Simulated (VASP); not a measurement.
# Li (P6_3/mmc) in VASP: a series of runs

Li is run at these levels: PBE; tasks: single point, relaxation of cell and atoms.

All numbers are computed with VASP 6.6.1; they aren't measurements. Logs are shortened: lines on timing, memory, paths and dates and some standing lists are left out, and cuts for length are marked.

## 1. The cell of the first run

It takes space group P6_3/mmc (No. 194, hexagonal). Conventional cell: a = 2.987 Å, b = 2.987 Å, c = 10.542 Å, α = 90.00°, β = 90.00°, γ = 120.00°. Li (site symmetry 3m) has 10 Li at 2.76 to 3.05 Å within 3.6 Å.

This isn't the form of Li at room conditions, which is bcc.

## 2. Single point, PBE

Contents of INCAR:

```
ALGO = Fast
EDIFF = 1E-6
ENCUT = 520
GGA = PE
ISIF = 2
ISMEAR = 0
LASPH = T
LCHARG = F
LREAL = F
LWAVE = F
NBANDS = 14
NELM = 60
PREC = Accurate
SIGMA = 0.1
```

Contents of KPOINTS:

```
k-points
0
Gamma
  18 18 6
```

Contents of POSCAR:

```
Li
1.0
    2.9866661682      0.0000000000      0.0000000000
   -1.4933330841      2.5865287743      0.0000000000
    0.0000000000      0.0000000000     10.5417815585
Li
4
Direct
    0.3333333333      0.6666666667      0.1193181501
    0.6666666667      0.3333333333      0.6193181501
    0.3333333333      0.6666666667      0.3806818499
    0.6666666667      0.3333333333      0.8806818499
```

Potentials or basis: VASP PAW PBE potentials, release 64 (Li_sv).

On the command line:

```
$ cat potpaw_PBE.64/Li_sv/POTCAR > POTCAR
$ mpirun -np 1 vasp_std > vasp.out
```

OUTCAR:

```text
EDIFF = 1E-6
   ENCUT = 520
   GGA = PE
   ISIF = 2
   ISMEAR = 0
   LASPH = T
   LREAL = F
   NELM = 60
   PREC = Accurate

 ion  position               nearest neighbor table
   1  0.333  0.667  0.119-
   2  0.667  0.333  0.619-
   3  0.333  0.667  0.381-
   4  0.667  0.333  0.881-

  LATTYP: Found a hexagonal cell.
 ALAT       =     2.9866661682
 C/A-ratio  =     3.5296149502

  Lattice vectors:

 A1 = (   2.9866661682,   0.0000000000,   0.0000000000)
 A2 = (  -1.4933330841,   2.5865287743,   0.0000000000)
 A3 = (   0.0000000000,   0.0000000000,  10.5417815585)

Analysis of symmetry for initial positions (statically):
=====================================================================
 Subroutine PRICEL returns:
 Original cell was already a primitive cell.

 Routine SETGRP: Setting up the symmetry group for a
 hexagonal supercell.

 Subroutine GETGRP returns: Found 24 space group operations
 (whereof 12 operations were pure point group operations)
 out of a pool of 24 trial point group operations.

The static configuration has the point symmetry D_3d.
 The point group associated with its full space group is D_6h.

Analysis of symmetry for dynamics (positions and initial velocities):
=====================================================================
 Subroutine PRICEL returns:
 Original cell was already a primitive cell.

 Routine SETGRP: Setting up the symmetry group for a
 hexagonal supercell.

 Subroutine GETGRP returns: Found 24 space group operations
 (whereof 12 operations were pure point group operations)
 out of a pool of 24 trial point group operations.

The dynamic configuration has the point symmetry D_3d.
 The point group associated with its full space group is D_6h.

 Subroutine INISYM returns: Found 24 space group operations
 (whereof 12 operations are pure point group operations),
 and found     1 'primitive' translations

----------------------------------------------------------------------------------------

                                     Primitive cell

  volume of cell :      81.4363

  direct lattice vectors                    reciprocal lattice vectors
     2.986666168  0.000000000  0.000000000     0.334821484  0.193309274  0.000000000
    -1.493333084  2.586528774  0.000000000     0.000000000  0.386618548  0.000000000
[... 101 lines left out ...]
   NUPDOWN=      -1.0000    fix difference up-down
   EMIN   =  10.00;   EMAX   =-10.00  energy-range for DOS
   EFERMI =   0.00;   METHOD = LEGACY
   ISMEAR =     0;   SIGMA  =   0.10  broadening in eV -4-tet -1-fermi 0-gaus
   EFERMI_NEDOS =   21; number of points for ismear=-14 and -15
   IALGO  =     68    algorithm
   IMIX   =      4    mixing-type and parameters
     AMIX     =   0.40;   BMIX     =  1.00
     AMIX_MAG =   1.60;   BMIX_MAG =  1.00
  volume/ion in A,a.u.               =      20.36       137.39
  Fermi-wavevector in a.u.,A,eV,Ry     =   0.864694  1.634035 10.173024  0.747696
  Thomas-Fermi vector in A             =   1.982829
   LORBIT       =      0    0 simple, 1 ext, 2 COOP (PROOUT), +10 PAW based schemes
   GGA     = PE    functional components
   LHFCALC =     F    Hartree Fock is set to
   AEXX    =    0.0000 exact exchange contribution
   IVDW    =     0    specifies the selected vdW correction
   LEPSILON=     F    determine dielectric tensor
   LRPA    =     F    only Hartree local field effects (RPA)
 non-spin polarized calculation
 RMM-DIIS sequential band-by-band and
 Gauss-broadening in eV      SIGMA  =   0.10
  energy-cutoff  :      520.00
  volume of cell :       81.44
 maximum number of plane-waves:      2241
 NGX is ok and might be reduce to    24
   NGX = 11   NGY = 11   NGZ = 39

 number of electron      12.0000000 magnetization

 Free energy of the ion-electron system (eV)
  ---------------------------------------------------
  ext. energy  EPLUGINS =         0.00000000
  ---------------------------------------------------
  free energy    TOTEN  =        -7.49297756 eV

  energy without entropy =       -7.48455548  energy(sigma->0) =       -7.48876652

 E-fermi :   0.5721     XC(G=0):  -7.0303

 val. band max:        0.5639252165   @ k =   0.4444   0.0556   0.3333
 cond. band min:       0.5728782641   @ k =   0.2778   0.1667   0.0000
 fundamental gap:      0.0089530476
 Fermi energy:         0.5720752395

 k-point     1 :       0.0000    0.0000    0.0000
  band No.  band energies     occupation
      1     -45.9962      2.00000
      2     -45.9868      2.00000
      3     -45.9865      2.00000
      4     -45.9770      2.00000
      5      -2.9337      2.00000
      6      -1.9969      2.00000
      7      -1.8709      2.00000
      8       0.1810      2.00000
      9       2.9299      0.00000
     10       7.0986      0.00000
     11       7.5975      0.00000
     12      13.7547      0.00000
     13      13.7549      0.00000
     14      13.8017      0.00000
[... 377 lines left out ...]
      1     -45.9770      2.00000
      2     -45.9739      2.00000
      3     -45.9680      2.00000
      4     -45.9650      2.00000
      5       0.3358      1.99917
      6       1.2489      0.00000
      7       1.4174      0.00000
      8       3.1675      0.00000
      9       3.7112      0.00000
     10       4.1644      0.00000
     11       4.9827      0.00000
     12       6.3310      0.00000
     13       7.2410      0.00000
     14       7.7973      0.00000

 [... further k-points ...]

------------------------ aborting loop because EDIFF is reached ----------------------------------------

  FORCE on cell =-STRESS in cart. coord.  units (eV):
  Direction    XX          YY          ZZ          XY          YZ          ZX
  --------------------------------------------------------------------------------------
  -------------------------------------------------------------------------------------
  Total       -0.0427433     -0.0427433     -0.0509532      0.0000000      0.0000000      0.0000000
  in kB       -0.8409309     -0.8409309     -1.0024526      0.0000000      0.0000000      0.0000000
  external PRESSURE =      -0.8947714 kB  Pullay stress =       0.0000000 kB

 VOLUME and BASIS-vectors are now :
 -----------------------------------------------------------------------------
  energy-cutoff  :      520.00
  volume of cell :       81.44
      direct lattice vectors                 reciprocal lattice vectors
     2.986666168  0.000000000  0.000000000     0.334821484  0.193309274  0.000000000
    -1.493333084  2.586528774  0.000000000     0.000000000  0.386618548  0.000000000
     0.000000000  0.000000000 10.541781559     0.000000000  0.000000000  0.094860626

 POSITION                                       TOTAL-FORCE (eV/Angst)
 -----------------------------------------------------------------------------------
     -0.00000      1.72435      1.25783         0.000000      0.000000      0.001418
      1.49333      0.86218      6.52872        -0.000000     -0.000000      0.001418
     -0.00000      1.72435      4.01306         0.000000      0.000000     -0.001418
      1.49333      0.86218      9.28396        -0.000000      0.000000     -0.001418
 -----------------------------------------------------------------------------------
    total drift:                               -0.000000      0.000000     -0.000000

  FREE ENERGIE OF THE ION-ELECTRON SYSTEM (eV)
  ---------------------------------------------------
  free  energy   TOTEN  =        -7.4929775555 eV

  energy  without entropy=       -7.4845554776  energy(sigma->0) =       -7.48876652
```

stdout:

```text
POSCAR found type information on POSCAR Li
 POSCAR found :  1 types and       4 ions
 scaLAPACK will be used
 LDA part: xc-table for (Slater+PW92), standard interpolation
 POSCAR, INCAR and KPOINTS ok, starting setup
 FFT: planning ... GRIDC
 FFT: planning ... GRID_SOFT
 FFT: planning ... GRID
 WAVECAR not read
 entering main loop
WARNING in EDDRMM: call to ZHEGV failed, returncode =   6  3     10
```

It took 2 min on 1 thread of Intel Xeon Platinum 8488C (Sapphire Rapids), shared host; peak memory 0.26 GiB.

Results:

```yaml
Free_energy: -7.4930 eV
Band_gap_on_the_k_mesh: zero (bands 6 and 7 overlap by 4.48 eV)
```

Caveat: the cutoff is under 1.25 times the usual one of these potentials, so pressure, stress and relaxed cells hold a basis-set (Pulay) error.

## 3. Relaxation of cell and atoms, PBE

This run uses another cell than the first one, of 20.31 Å³/atom.

Contents of INCAR:

```
SYSTEM = Li
  PREC = Accurate
  ENCUT = 600
  EDIFF = 1E-6
  ISMEAR = 0
  SIGMA = 0.1
  LREAL = .FALSE.
  LASPH = .TRUE.
  NELM = 100
  ALGO = Fast
  ISIF = 3
  LWAVE = .FALSE.
  LCHARG = .FALSE.
  GGA = PE
  IBRION = 2
  NSW = 100
  EDIFFG = -0.01
```

Contents of KPOINTS:

```
Automatic mesh
0
G
  18 18 6
  0 0 0
```

Contents of POSCAR:

```
Li
1.0
    3.0326174240      0.0000000000      0.0000000000
   -1.5163087120      2.6263237291      0.0000000000
    0.0000000000      0.0000000000     10.2000679251
Li
4
Direct
    0.3333333333      0.6666666667      0.1185460175
    0.6666666667      0.3333333333      0.6185460175
    0.3333333333      0.6666666667      0.3814539825
    0.6666666667      0.3333333333      0.8814539825
```

Potentials or basis: VASP PAW PBE potentials, release 64 (Li_sv).

On the command line:

```
$ cat potpaw_PBE.64/Li_sv/POTCAR > POTCAR
$ mpirun -np 1 vasp_std > vasp.out
```

OUTCAR:

```text
SYSTEM = Li
   PREC = Accurate
   ENCUT = 600
   EDIFF = 1E-6
   ISMEAR = 0
   LREAL = .FALSE.
   LASPH = .TRUE.
   NELM = 100
   ISIF = 3
   GGA = PE
   IBRION = 2
   NSW = 100
   EDIFFG = -0.01

 ion  position               nearest neighbor table
   1  0.333  0.667  0.119-
   2  0.667  0.333  0.619-
   3  0.333  0.667  0.381-
   4  0.667  0.333  0.881-

  LATTYP: Found a hexagonal cell.
 ALAT       =     3.0326174240
 C/A-ratio  =     3.3634535779

  Lattice vectors:

 A1 = (   3.0326174240,   0.0000000000,   0.0000000000)
 A2 = (  -1.5163087120,   2.6263237291,   0.0000000000)
 A3 = (   0.0000000000,   0.0000000000,  10.2000679251)

Analysis of symmetry for initial positions (statically):
=====================================================================
[... 426 lines left out ...]
  band No.  band energies     occupation
      1     -45.9513      2.00000
      2     -45.9417      2.00000
      3     -45.9416      2.00000
      4     -45.9319      2.00000
      5      -2.9208      2.00000
      6      -1.9832      2.00000
      7      -1.8558      2.00000
      8       0.1944      2.00000
      9       2.9710      0.00000
     10       7.1480      0.00000
[... 287 lines left out ...]
 k-point    24 :       0.3889    0.1111    0.0000
  band No.  band energies     occupation
      1     -45.9316      2.00000
      2     -45.9286      2.00000
      3     -45.9224      2.00000
      4     -45.9193      2.00000
      5       0.3620      1.99913
      6       1.2792      0.00000
      7       1.4473      0.00000
      8       3.2067      0.00000
      9       3.7688      0.00000
     10       4.2185      0.00000

 [... further k-points ...]

------------------------ aborting loop because EDIFF is reached ----------------------------------------

  FORCE on cell =-STRESS in cart. coord.  units (eV):
  Direction    XX          YY          ZZ          XY          YZ          ZX
  --------------------------------------------------------------------------------------
  -------------------------------------------------------------------------------------
  Total        0.0091502      0.0091502     -0.0205564      0.0000000      0.0000000      0.0000000
  in kB        0.1817282      0.1817282     -0.4082626      0.0000000      0.0000000      0.0000000
  external PRESSURE =      -0.0149354 kB  Pullay stress =       0.0000000 kB
[... 19 lines left out ...]
  FREE ENERGIE OF THE ION-ELECTRON SYSTEM (eV)
  ---------------------------------------------------
  free  energy   TOTEN  =        -7.4922617970 eV

  energy  without entropy=       -7.4839065910  energy(sigma->0) =       -7.48808419

 reached required accuracy - stopping structural energy minimisation
```

CONTCAR:

```text
Li
   1.00000000000000
     2.9759163146016450    0.0000000000000000   -0.0000000000000000
    -1.4879581573008225    2.5772191279406900    0.0000000000000000
    -0.0000000000000000    0.0000000000000000   10.5183174011731904
  Li
     4
Direct
     0.3333333332999970    0.6666666667000030    0.1192597317405202
     0.6666666667000030    0.3333333332999970    0.6192597317405202
     0.3333333332999970    0.6666666667000030    0.3807402682594798
     0.6666666667000030    0.3333333332999970    0.8807402682594798

  0.00000000E+00  0.00000000E+00  0.00000000E+00
  0.00000000E+00  0.00000000E+00  0.00000000E+00
  0.00000000E+00  0.00000000E+00  0.00000000E+00
  0.00000000E+00  0.00000000E+00  0.00000000E+00
```

It took 4.4 min on 1 thread of Intel Xeon Platinum 8488C (Sapphire Rapids), shared host; peak memory 0.28 GiB.

Results:

| Item | Value |
| --- | --- |
| Free energy | -7.4923 eV |
| Relaxed volume | 20.17 Å³/atom |
| Relaxed cell | a = 2.976 Å, b = 2.976 Å, c = 10.518 Å, α = 90.00°, β = 90.00°, γ = 120.00° |
| Space group after relaxing (to 0.1 Å) | P6_3/mmc (No. 194) |
| Energy gained by relaxing | 4.5 meV/atom |
| Ionic steps | 7 |
| Pressure after relaxing | 0.0 GPa |
| Largest force after relaxing | 0.006 eV/Å |
| Band gap on the k mesh | zero (bands 6 and 7 overlap by 4.51 eV) |

Forces on the atoms (eV/Å):
```
Li   0.000  0.000  0.006
Li   0.000  0.000  0.006
Li   0.000  0.000 -0.006
Li   0.000  0.000 -0.006
```

Step by step:
| step | energy change (eV) | largest force (eV/Å) | pressure (GPa) | volume (Å³) |
| --- | --- | --- | --- | --- |
| 1 | 0.0000 | 0.0005 | -0.04 | 81.24 |
| 2 | -0.0078 | 0.0078 | -0.06 | 81.18 |
| 3 | -0.0174 | 0.0256 | -0.03 | 80.94 |
| 4 | -0.0174 | 0.0248 | -0.03 | 80.96 |
| 5 | -0.0174 | 0.0251 | -0.03 | 80.95 |
| 6 | -0.0176 | 0.0200 | -0.02 | 80.88 |
| 7 | -0.0179 | 0.0059 | 0.00 | 80.67 |

Final structure:
```
Li
1.0
     2.97592    0.00000    0.00000
    -1.48796    2.57722    0.00000
     0.00000    0.00000   10.51832
Li
4
Direct
  0.33333 0.66667 0.11926
  0.66667 0.33333 0.61926
  0.33333 0.66667 0.38074
  0.66667 0.33333 0.88074
```

Levels at points of the mesh, in eV from the Fermi level:
```
           k point  band 2  band 3  band 4  band 5  band 6  band 7  band 8  band 9  band 10
(0.00, 0.00, 0.00)  -46.54  -46.54  -46.53   -3.52   -2.58   -2.45   -0.40    2.37     6.55
(0.50, 0.00, 0.00)  -46.53  -46.52  -46.52   -0.05    0.59    1.14    2.00    3.06     3.18
(0.00, 0.00, 0.50)  -46.55  -46.53  -46.53   -3.27   -3.27   -1.34   -1.34    3.89     3.89
(0.50, 0.00, 0.50)  -46.53  -46.52  -46.52    0.17    0.17    1.65    1.65    3.25     3.25
```

Caveat: the cutoff is under 1.25 times the usual one of these potentials, so pressure, stress and relaxed cells hold a basis-set (Pulay) error.
